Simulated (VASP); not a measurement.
A run of VASP 6.6.1 is set up as follows.

File INCAR:

```
ALGO = Normal ; EDIFF = 1E-6
ENCUT = 520 ; GGA = PE
ISIF = 2 ; ISMEAR = 0
LASPH = True ; LCHARG = False
LREAL = False ; LWAVE = False
NBANDS = 30 ; NELM = 100
PREC = Accurate ; SIGMA = 0.03
```

Contents of KPOINTS:

```
k-points
0
Gamma
  6 6 6
```

POSCAR

```
CsSnI3
1.0
    6.2057000000      0.0000000000      0.0000000000
    0.0000000000      6.2057000000      0.0000000000
    0.0000000000      0.0000000000      6.2057000000
Cs Sn I
1 1 3
Direct
    0.0000000000      0.0000000000      0.0000000000
    0.5000000000      0.5000000000      0.5000000000
    0.0000000000      0.5000000000      0.5000000000
    0.5000000000      0.0000000000      0.5000000000
    0.5000000000      0.5000000000      0.0000000000
```

Potentials or basis: VASP PAW PBE potentials, release 64 (Cs_sv, Sn_d, I).

Run with:

```console
$ cat potpaw_PBE.64/Cs_sv/POTCAR potpaw_PBE.64/Sn_d/POTCAR potpaw_PBE.64/I/POTCAR > POTCAR
$ mpirun -np 1 vasp_std > vasp.out
```

(1) What does it give for the pressure?

(2) Estimate the band gap on the k mesh.

Results:

(1) 0.6 GPa.

(2) 0.31 eV, direct.

Caveat: spin-orbit coupling is left out, which moves the levels of the heavy elements.
